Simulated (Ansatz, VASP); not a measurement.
# BaTiO3 in VASP and in Ansatz

```xyz
5
Lattice="3.9855 0.0000 0.0000 0.0000 2.8369 2.8451 0.0000 -2.8369 2.8451" Properties=species:S:1:pos:R:3 pbc="T T T"
Ba    0.0000    0.0000    0.0000
Ti    1.9928    0.0000    2.9157
O     1.9928    1.3804    4.2594
O     1.9928   -1.3804    4.2594
O     0.0000    0.0000    2.7735
```

Alike in both runs: task single point; functional PBE; k mesh 7 × 7 × 7; occupations fermi-dirac, width 0.05 eV; no spin polarisation.

|  | VASP | Ansatz |
| --- | --- | --- |
| version | VASP 6.6.1 | Ansatz 0.2.0 |
| potentials or method | VASP PAW PBE potentials, release 64 (Ba_sv, Ti_sv, O_h) | Ansatz PAW |
| plane-wave cutoff (eV) | 910 | 420 |
| valence electrons in the cell | 40 | 40 |

|  | VASP | Ansatz | Ansatz less VASP |
| --- | --- | --- | --- |
| gap on the k mesh at the Fermi level (eV) | 1.93 | 1.98 | +0.059 |
| least direct gap on the mesh (eV) | 2.06 | 2.08 | +0.021 |
| rms of the force components (eV/Å) | 0.126 | 0.128 | +0.0013 |

Atom by atom the forces differ by 0.009 eV/Å (rms over components).

Neither program's run includes spin-orbit coupling. Noted on VASP's run: the cutoff is short for stress, so the pressure is rough. Noted on Ansatz's run: odd divisions of the mesh miss points on the zone boundary, where band edges often lie, so the gap on the mesh can be too wide.
